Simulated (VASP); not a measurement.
Here is a VASP 6.6.1 calculation.

The input INCAR:

```
PREC = Accurate
ENCUT = 520
EDIFF = 1E-6
ISMEAR = 0
SIGMA = 0.05
LREAL = Auto
LASPH = T
NELM = 100
ALGO = Normal
ISIF = 2
LWAVE = F
LCHARG = T
GGA = PS
LELF = T
LVHAR = T
NBANDS = 93
```

Contents of KPOINTS:

```
regular mesh
0
Gamma
  4 5 1
```

The input POSCAR:

```
W9C8
1.0
    5.8060000000      0.0000000000      0.0000000000
    0.0000000000      5.6630000000      0.0000000000
    0.0000000000      0.0000000000     15.1901200000
W C
9 8
Direct
    0.0000000000      0.0000000000      0.0658322647
    0.2500000000      0.0000000000      0.2313393179
    0.0000000000      0.5000000000      0.0658322647
    0.2500000000      0.5000000000      0.2313393179
    0.5000000000      0.0000000000      0.0658322647
    0.7500000000      0.0000000000      0.2313393179
    0.5000000000      0.5000000000      0.0658322647
    0.7500000000      0.5000000000      0.2313393179
    0.0052468136      0.7609193007      0.4713669148
    0.0000000000      0.2500000000      0.1761703002
    0.2500000000      0.2500000000      0.3416773534
    0.0000000000      0.7500000000      0.1761703002
    0.2500000000      0.7500000000      0.3416773534
    0.5000000000      0.2500000000      0.1761703002
    0.7500000000      0.2500000000      0.3416773534
    0.5000000000      0.7500000000      0.1761703002
    0.7500000000      0.7500000000      0.3416773534
```

Potentials or basis: VASP PAW PBE potentials, release 64 (W_sv, C).

The run is started by

```sh
$ cat potpaw_PBE.64/W_sv/POTCAR potpaw_PBE.64/C/POTCAR > POTCAR
$ mpirun -np 1 vasp_std > vasp.out
```

Question: Predict the band gap on the k mesh.

Answer: Zero (bands 79 and 80 overlap by 0.21 eV).

Question: What does it give for the largest force?

Answer: 8.645 eV/Å.

Forces in eV/Å, atoms in the order of the input:
```
W    0.002 -0.073  0.879
W    0.020  0.224  2.239
W    0.000  0.071  0.901
W    0.015 -0.231  2.251
W    0.002  0.050  1.171
W   -0.015  0.212  2.273
W    0.000 -0.050  1.169
W   -0.011 -0.220  2.282
W    0.053 -0.062 -8.645
C   -0.002  0.004 -1.038
C   -0.035 -0.021 -2.368
C    0.005  0.003 -0.710
C   -2.410  0.056  2.130
C   -0.018  0.004 -1.153
C    0.039 -0.017 -2.375
C   -0.002 -0.003 -0.839
C    2.358  0.053  1.836
```

Caveat: the PAW data sets were made with another functional, which shifts forces and pressure a little; spin-orbit coupling is left out, which moves the levels of the heavy elements.
